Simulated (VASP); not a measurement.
# Si3IrRu (I-4m2) in VASP: single point with PBE

Aim: the single point of Si3IrRu with PBE.

Everything below comes from runs of VASP 6.6.1. Logs are shortened: lines on timing, memory, paths and dates and some standing lists are left out, and cuts for length are marked.

### Step 1. The cell of the first run

Symmetry: I-4m2, No. 119, tetragonal system. The conventional cell has a = 4.750 Å, b = 4.750 Å, c = 6.968 Å, α = 90.00°, β = 90.00°, γ = 90.00°. Within 3.0 Å of Si (site symmetry 2mm) lie 3 Si at 2.30 to 2.45 Å and 1 Ru at 2.34 Å and 2 Ir at 2.45 Å. Within 3.2 Å of Si (site symmetry -4m2) lie 4 Si at 2.45 Å and 4 Ru at 2.95 Å. Within 3.1 Å of Ru (site symmetry -4m2) lie 6 Si at 2.34 to 2.95 Å and 4 Ir at 2.95 Å. Within 3.2 Å of Ir (site symmetry -4m2) lie 4 Si at 2.45 Å and 4 Ru at 2.95 Å.

### Step 2. Single point, PBE

File INCAR:

```
ALGO = Normal ; EDIFF = 1E-6
ENCUT = 500 ; GGA = PE
GGA_COMPAT = False ; ISIF = 2
ISMEAR = 0 ; LASPH = True
LCHARG = False ; LREAL = False
LWAVE = False ; NBANDS = 26
NELM = 120 ; PREC = Accurate
SIGMA = 0.2
```

File KPOINTS:

```
k-points
0
Gamma
  5 5 5
```

File POSCAR:

```
Si3IrRu
1.0
   -2.3750274369      2.3750274369      3.4841915484
    2.3750274369     -2.3750274369      3.4841915484
    2.3750274369      2.3750274369     -3.4841915484
Si Ru Ir
3 1 1
Direct
    0.9147034163      0.4147034163      0.5000000000
    0.5852965837      0.0852965837      0.5000000000
    0.0000000000      0.0000000000      0.0000000000
    0.2500000000      0.7500000000      0.5000000000
    0.5000000000      0.5000000000      0.0000000000
```

Potentials or basis: VASP PAW PBE potentials, release 64 (Si, Ru_pv, Ir).

Launch:

```
> cat potpaw_PBE.64/Si/POTCAR potpaw_PBE.64/Ru_pv/POTCAR potpaw_PBE.64/Ir/POTCAR > POTCAR
> mpirun -np 1 vasp_std > vasp.out
```

OUTCAR:

```text
EDIFF = 1E-6
   ENCUT = 500
   GGA = PE
   ISIF = 2
   ISMEAR = 0
   LASPH = True
   LREAL = False
   NELM = 120
   PREC = Accurate

 ion  position               nearest neighbor table
   1  0.915  0.415  0.500-   2 2.30   4 2.34   3 2.45   5 2.45   5 2.45   3 2.45
   2  0.585  0.085  0.500-   1 2.30   4 2.34   3 2.45   5 2.45   5 2.45   3 2.45
   3  0.000  0.000  0.000-   1 2.45   2 2.45   2 2.45   1 2.45   4 2.95   4 2.95   4 2.95   4 2.95

   4  0.250  0.750  0.500-   1 2.34   2 2.34   3 2.95   5 2.95   3 2.95   5 2.95   3 2.95   5 2.95
                             3 2.95   5 2.95
   5  0.500  0.500  0.000-   1 2.45   2 2.45   2 2.45   1 2.45   4 2.95   4 2.95   4 2.95   4 2.95

  LATTYP: Found a body centered tetragonal cell.
 ALAT       =     4.7500548738
 C/A-ratio  =     1.4670110729

  Lattice vectors:

 A1 = (  -2.3750274369,   2.3750274369,   3.4841915484)
 A2 = (   2.3750274369,  -2.3750274369,   3.4841915484)
 A3 = (   2.3750274369,   2.3750274369,  -3.4841915484)

Analysis of symmetry for initial positions (statically):
=====================================================================
 Subroutine PRICEL returns:
 Original cell was already a primitive cell.

 Routine SETGRP: Setting up the symmetry group for a
 body centered tetragonal supercell.

 Subroutine GETGRP returns: Found  8 space group operations
 (whereof  8 operations were pure point group operations)
 out of a pool of 16 trial point group operations.

The static configuration has the point symmetry D_2d.

Analysis of symmetry for dynamics (positions and initial velocities):
=====================================================================
 Subroutine PRICEL returns:
 Original cell was already a primitive cell.

 Routine SETGRP: Setting up the symmetry group for a
 body centered tetragonal supercell.

 Subroutine GETGRP returns: Found  8 space group operations
 (whereof  8 operations were pure point group operations)
 out of a pool of 16 trial point group operations.

The dynamic configuration has the point symmetry D_2d.

 Subroutine INISYM returns: Found  8 space group operations
 (whereof  8 operations are pure point group operations),
 and found     1 'primitive' translations

----------------------------------------------------------------------------------------
[... 90 lines left out ...]
   ENCUT  =  500.0 eV  36.75 Ry    6.06 a.u.   8.82  8.82  8.82*2*pi/ulx,y,z
   NELM   =    120;   NELMIN=  2; NELMDL= -5     # of ELM steps
   EDIFF  = 0.1E-05   stopping-criterion for ELM
   LREAL  =      F    real-space projection
   EDIFFG = 0.1E-04   stopping-criterion for IOM
   NSW    =      0    number of steps for IOM
   IBRION =     -1    ionic relax: 0-MD 1-quasi-New 2-CG
   NFREE  =      0    steps in history (QN), initial steepest desc. (CG)
   ISIF   =      2    stress and relaxation
   ISYM   =      2    0-nonsym 1-usesym 2-fastsym
   POTIM  = 0.5000    time-step for ionic-motion
   TEBEG  =    0.0;   TEEND  =   0.0 temperature during run
   PSTRESS=    0.0 pullay stress
   NELECT =      35.0000    total number of electrons
   NUPDOWN=      -1.0000    fix difference up-down
   EMIN   =  10.00;   EMAX   =-10.00  energy-range for DOS
   EFERMI =   0.00;   METHOD = LEGACY
   ISMEAR =     0;   SIGMA  =   0.20  broadening in eV -4-tet -1-fermi 0-gaus
   EFERMI_NEDOS =   21; number of points for ismear=-14 and -15
   IALGO  =     38    algorithm
   IMIX   =      4    mixing-type and parameters
     AMIX     =   0.40;   BMIX     =  1.00
     AMIX_MAG =   1.60;   BMIX_MAG =  1.00
  volume/ion in A,a.u.               =      15.72       106.10
  Fermi-wavevector in a.u.,A,eV,Ry     =   1.250061  2.362272 21.261166  1.562652
  Thomas-Fermi vector in A             =   2.384072
   LORBIT       =      0    0 simple, 1 ext, 2 COOP (PROOUT), +10 PAW based schemes
   GGA     = PE    functional components
   LHFCALC =     F    Hartree Fock is set to
   AEXX    =    0.0000 exact exchange contribution
   IVDW    =     0    specifies the selected vdW correction
   LEPSILON=     F    determine dielectric tensor
   LRPA    =     F    only Hartree local field effects (RPA)
 non-spin polarized calculation
 Gauss-broadening in eV      SIGMA  =   0.20
  energy-cutoff  :      500.00
  volume of cell :       78.61
 maximum number of plane-waves:      2028
   NGX = 17   NGY = 17   NGZ = 17

 number of electron      35.0000002 magnetization

 Free energy of the ion-electron system (eV)
  ---------------------------------------------------
  ext. energy  EPLUGINS =         0.00000000
  ---------------------------------------------------
  free energy    TOTEN  =       -31.92989914 eV

  energy without entropy =      -31.83696333  energy(sigma->0) =      -31.88343123

 E-fermi :   8.6845     XC(G=0): -11.6780

 val. band max:        8.6703001658   @ k =  -0.2000   0.2000   0.0000
 cond. band min:       8.6894904770   @ k =  -0.2000   0.2000   0.2000
 fundamental gap:      0.0191903112
 Fermi energy:         8.6844788089

 k-point     1 :       0.0000    0.0000    0.0000
  band No.  band energies     occupation
      1     -33.7408      2.00000
      2     -33.4065      2.00000
      3     -33.4065      2.00000
      4      -3.6893      2.00000
      5       1.9424      2.00000
      6       3.7290      2.00000
[... 511 lines left out ...]
     25      15.0133      0.00000
     26      15.0133      0.00000

------------------------ aborting loop because EDIFF is reached ----------------------------------------

  FORCE on cell =-STRESS in cart. coord.  units (eV):
  Direction    XX          YY          ZZ          XY          YZ          ZX
  --------------------------------------------------------------------------------------
  -------------------------------------------------------------------------------------
  Total        0.1031176      0.1031176      0.3450919      0.0000000     -0.0000000      0.0000000
  in kB        2.1015713      2.1015713      7.0330888      0.0000000     -0.0000000      0.0000000
  external PRESSURE =       3.7454105 kB  Pullay stress =       0.0000000 kB

 VOLUME and BASIS-vectors are now :
 -----------------------------------------------------------------------------
  energy-cutoff  :      500.00
  volume of cell :       78.61
      direct lattice vectors                 reciprocal lattice vectors
    -2.375027437  2.375027437  3.484191548     0.000000000  0.210523884  0.143505313
     2.375027437 -2.375027437  3.484191548     0.210523884  0.000000000  0.143505313
     2.375027437  2.375027437 -3.484191548     0.210523884  0.210523884  0.000000000

 POSITION                                       TOTAL-FORCE (eV/Angst)
 -----------------------------------------------------------------------------------
      0.00000      2.37503      2.88981         0.000000      0.000000     -0.030625
      0.00000      2.37503      0.59438         0.000000      0.000000      0.030625
      0.00000      0.00000      0.00000        -0.000000     -0.000000     -0.000000
      2.37503      0.00000      1.74210        -0.000000     -0.000000      0.000000
      0.00000      0.00000      3.48419        -0.000000     -0.000000      0.000000
 -----------------------------------------------------------------------------------
    total drift:                               -0.000000      0.000000      0.000000

  FREE ENERGIE OF THE ION-ELECTRON SYSTEM (eV)
  ---------------------------------------------------
  free  energy   TOTEN  =       -31.9298991361 eV

  energy  without entropy=      -31.8369633284  energy(sigma->0) =      -31.88343123
```

OSZICAR:

```text
N       E                     dE             d eps       ncg     rms          rms(c)
DAV:   1     0.216149780534E+03    0.21615E+03   -0.16708E+04  1032   0.119E+03
DAV:   2    -0.218694388821E+02   -0.23802E+03   -0.22418E+03   940   0.309E+02
DAV:   3    -0.332387478137E+02   -0.11369E+02   -0.10809E+02  1220   0.638E+01
DAV:   4    -0.335357362924E+02   -0.29699E+00   -0.29391E+00  1110   0.108E+01
DAV:   5    -0.335441720821E+02   -0.84358E-02   -0.84316E-02  1270   0.178E+00    0.173E+01
DAV:   6    -0.339106305834E+02   -0.36646E+00   -0.19653E+01  1100   0.286E+01    0.117E+01
DAV:   7    -0.322183181609E+02    0.16923E+01   -0.76872E+00   992   0.243E+01    0.642E+00
DAV:   8    -0.320184687290E+02    0.19985E+00   -0.13907E+00  1348   0.119E+01    0.405E+00
DAV:   9    -0.319329471797E+02    0.85522E-01   -0.24730E-01  1280   0.486E+00    0.957E-01
DAV:  10    -0.319302856130E+02    0.26616E-02   -0.25920E-02  1046   0.117E+00    0.315E-01
DAV:  11    -0.319298912828E+02    0.39433E-03   -0.24555E-03  1162   0.368E-01    0.115E-01
DAV:  12    -0.319298958412E+02   -0.45583E-05   -0.18662E-04  1150   0.919E-02    0.507E-02
DAV:  13    -0.319298993229E+02   -0.34818E-05   -0.14323E-05  1216   0.263E-02    0.108E-02
DAV:  14    -0.319298991361E+02    0.18680E-06   -0.13155E-06   628   0.777E-03
   1 F= -.31929899E+02 E0= -.31883431E+02  d E =-.929358E-01
```

stdout:

```text
POSCAR found type information on POSCAR SiRuIr
 POSCAR found :  3 types and       5 ions
 scaLAPACK will be used
 LDA part: xc-table for (Slater+PW92), standard interpolation
 POSCAR, INCAR and KPOINTS ok, starting setup
 FFT: planning ... GRIDC
 FFT: planning ... GRID_SOFT
 FFT: planning ... GRID
 WAVECAR not read
 entering main loop
```

Wall time 44 s (1 thread of Intel Xeon 6975P-C (Granite Rapids), shared host); peak memory 0.22 GiB.

Results:

* Free energy: -31.9299 eV
* Pressure: 0.4 GPa
* Largest force: 0.031 eV/Å

Forces in eV/Å, atoms in the order of the input:
```
Si   0.000  0.000 -0.031
Si   0.000  0.000  0.031
Si   0.000  0.000  0.000
Ru   0.000  0.000  0.000
Ir   0.000  0.000  0.000
```

Stress tensor (GPa, compression positive):
```
0.21 0.00 0.00
0.00 0.21 0.00
0.00 0.00 0.70
```

Levels at points of the mesh, in eV from the Fermi level:
| k point | band 15 | band 16 | band 17 | band 18 | band 19 | band 20 | band 21 | band 22 |
| --- | --- | --- | --- | --- | --- | --- | --- | --- |
| (0.00, 0.00, 0.00) | -0.69 | -0.56 | -0.56 | -0.27 | -0.05 | 1.74 | 2.30 | 2.30 |

Caveat: the k points lie up to 0.37 Å⁻¹ apart; spin-orbit coupling is left out, which moves the levels of the heavy elements.
